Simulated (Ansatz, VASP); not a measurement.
## Two plane-wave programs on ZnS

```
Zn S
1.0
     3.81100    0.03811    0.03811
    -1.87250    3.28137    0.01395
     0.06234    0.06234    6.23400
Zn S
2 2
Direct
  0.33333 0.66667 0.00000
  0.66667 0.33333 0.50000
  0.33333 0.66667 0.38500
  0.66667 0.33333 0.88500
```

Change from the starting cell: equal xy, yz and zx shear strains of +2 %, PAW files.

Alike in both runs: task electric field gradients; functional PBE; k mesh 8 × 8 × 5; occupations fermi-dirac, width 0.03 eV; no spin polarisation.

```csv
,VASP,Ansatz
version,VASP 6.6.1,Ansatz 0.2.0
potentials or method,"VASP PAW PBE potentials, release 64 (Zn, S)","PAW with Ansatz's default frozen-core files, scalar-relativistic"
plane-wave cutoff (eV),520,420
valence electrons in the cell,36,36
```

|  | VASP | Ansatz | Ansatz less VASP |
| --- | --- | --- | --- |
| gap on the k mesh at the Fermi level (eV) | 2.21 | 2.21 | -0.005 |
| pressure (GPa) | 2.6 | 2.4 | -0.17 |
| traceless stress, the component that is largest in VASP (GPa) | -1.40 | -1.37 | +0.023 |
| rms of the force components (eV/Å) | 0.211 | 0.209 | -0.0022 |
| size of Vzz on the site where it differs most (V/Å²) | 20.0 | 18.8 | -1.27 |

Atom by atom the forces differ by 0.002 eV/Å (rms over components).
